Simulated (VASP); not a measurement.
**B2P3: relaxation of cell and atoms with PBE**

B2P3:

```
B P
1.0
     3.99810    0.00000    0.00000
     0.00000    3.99810    0.00000
     0.00000    0.00000    3.99810
B P
2 3
Direct
  0.50000 0.50000 0.50000
  0.00000 0.00000 0.00000
  0.50000 0.00000 0.00000
  0.00000 0.50000 0.00000
  0.00000 0.00000 0.50000
```

```yaml
Program: VASP 6.6.1
Task: relaxation of cell and atoms
Functional: PBE
Potentials_or_basis: VASP PAW PBE potentials, release 64 (B, P)
Cutoff: 600 eV
k_mesh: 10 × 10 × 10
Occupations: gaussian, width 0.1 eV
Spin: no spin polarisation
Dipole_correction: no
Further_INCAR_settings: ALGO = Normal; EDIFF = 1e-06; IBRION = 2; EDIFFG = -0.01; NSW = 100; ISIF = 3
```

* Relaxed volume: 12.85 Å³/atom
* Relaxed cell: a = 4.006 Å, b = 4.006 Å, c = 4.006 Å, α = 90.00°, β = 90.00°, γ = 90.00°
* Space group after relaxing (to 0.05 Å): Pm-3m (No. 221)
* Energy gained by relaxing: 0.1 meV/atom
* Ionic steps: 2
* Pressure after relaxing: -0.1 GPa

The path:
| step | energy change (eV) | largest force (eV/Å) | pressure (GPa) | volume (Å³) |
| --- | --- | --- | --- | --- |
| 1 | 0.0000 | 0.0000 | 0.49 | 63.91 |
| 2 | -0.0005 | 0.0000 | -0.07 | 64.27 |

Final structure:
```xyz
5
Lattice="4.0056 0.0000 0.0000 0.0000 4.0056 0.0000 0.0000 0.0000 4.0056" Properties=species:S:1:pos:R:3 pbc="T T T"
B     2.0028    2.0028    2.0028
B     0.0000    0.0000    0.0000
P     2.0028    0.0000    0.0000
P     0.0000    2.0028    0.0000
P     0.0000    0.0000    2.0028
```

Levels at points of the mesh, in eV from the Fermi level:
| k point | band 7 | band 8 | band 9 | band 10 | band 11 | band 12 | band 13 | band 14 |
| --- | --- | --- | --- | --- | --- | --- | --- | --- |
| (0.00, 0.00, 0.00) | -5.91 | -0.58 | -0.58 | -0.58 | 0.65 | 0.65 | 0.65 | 1.23 |
| (0.50, 0.00, 0.00) | -4.65 | -3.03 | -3.03 | -1.55 | 1.00 | 1.00 | 1.40 | 1.72 |
| (0.50, 0.50, 0.00) | -2.10 | -2.10 | -1.87 | -1.87 | -0.91 | 0.19 | 2.17 | 2.17 |
| (0.50, 0.50, 0.50) | -6.38 | -5.54 | 2.41 | 2.41 | 3.10 | 3.10 | 3.10 | 4.29 |

Wall time 35 s on 1 thread of AMD EPYC 9R14 (Zen 4), on a shared host, peak memory 0.17 GiB.
